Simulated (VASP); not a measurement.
Set up this calculation in VASP 6.6.1, as the native input.

```
Task                   : single point
Functional             : PBE
Potentials or basis    : VASP PAW PBE potentials, release 64 (Ti_sv)
Cutoff                 : 520 eV
k mesh                 : 12 × 12 × 1
Occupations            : gaussian, width 0.1 eV
Spin                   : no spin polarisation
Dipole correction      : yes
Further INCAR settings : ALGO = Normal; EDIFF = 1e-07; NBANDS = 51
```

The structure of Ti lies in POSCAR:

```
Ti
1.0
    2.9384580613      0.0000000000      0.0000000000
   -1.4692290307      2.5447793291      0.0000000000
    0.0000000000      0.0000000000     28.9519020424
Ti
7
Direct
    0.6666666667      0.3333333333      0.2590503377
    0.3333333333      0.6666666667      0.3393668918
    0.6666666667      0.3333333333      0.4196834459
    0.3333333333      0.6666666667      0.5000000000
    0.6666666667      0.3333333333      0.5803165541
    0.3333333333      0.6666666667      0.6606331082
    0.6666666667      0.3333333333      0.7409496623
```

One way to write it, as run:

INCAR

```
SYSTEM = Ti
ALGO     = Normal         ! electronic algorithm
DIPOL    = 0.5 0.5 0.500
EDIFF    = 1E-7           ! SCF threshold, eV
ENCUT    = 520            ! plane-wave cutoff, eV
GGA      = PE             ! functional
IDIPOL   = 3            
ISIF     = 2              ! what is computed and relaxed
ISMEAR   = 0              ! smearing method
LASPH    = .TRUE.         ! aspherical terms in the spheres
LCHARG   = .TRUE.         ! write CHGCAR
LDIPOL   = .TRUE.       
LELF     = .TRUE.         ! ELF
LREAL    = .FALSE.        ! projectors in reciprocal space
LVACPOTAV= .TRUE.       
LVHAR    = .TRUE.       
LWAVE    = .FALSE.        ! write WAVECAR
NBANDS   = 51             ! bands
NELM     = 60             ! most SCF steps
PREC     = Accurate       ! precision mode
SIGMA    = 0.1            ! smearing width, eV
```

KPOINTS

```
k-points
0
G
  12 12 1
  0 0 0
```

Potentials or basis: VASP PAW PBE potentials, release 64 (Ti_sv).

Launch:

```console
$ cat potpaw_PBE.64/Ti_sv/POTCAR > POTCAR
$ mpirun -np 1 vasp_std > vasp.out
```

Results of the run:

* Largest force: 0.635 eV/Å
* Band gap on the k mesh: zero (bands 42 and 43 overlap by 0.99 eV)

Run time: 17 min on 1 thread of Intel Xeon 8259CL, with other jobs on the host, peak memory 0.43 GiB.
